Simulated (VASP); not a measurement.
SiO2, 12 atoms in the cell. Symmetry: P4_12_12, No. 92, tetragonal system. Conventional cell: a = 4.989 Å, b = 4.989 Å, c = 6.991 Å, α = 90.00°, β = 90.00°, γ = 90.00°. Within 2.2 Å of Si (site symmetry 2) lie 4 O at 1.63 Å. Within 2.2 Å of O (site symmetry 1) lie 2 Si at 1.63 Å. 

| Property | Result |
| --- | --- |
| Program | VASP 6.6.1 |
| Task | single point |
| Functional | PBE |
| Potentials or basis | VASP PAW PBE potentials, release 64 (Si, O) |
| Cutoff | 520 eV |
| k mesh | 4 × 4 × 3 |
| Occupations | fermi-dirac, width 0.02 eV |
| Spin | no spin polarisation |
| Dipole correction | no |
| Further INCAR settings | ALGO = Normal; EDIFF = 1e-07; NBANDS = 44 |

Potentials or basis: VASP PAW PBE potentials, release 64 (Si, O).

Launch:

```sh
$ cat potpaw_PBE.64/Si/POTCAR potpaw_PBE.64/O/POTCAR > POTCAR
$ mpirun -np 1 vasp_std > vasp.out
```

Hardware: 1 thread of Intel Xeon 8259CL (shared host).

Estimate the wall time of this run.

Wall time 3.2 min on 1 thread of Intel Xeon 8259CL, on a shared host, peak memory 0.29 GiB. Counts: scf iterations 15, k points 12.
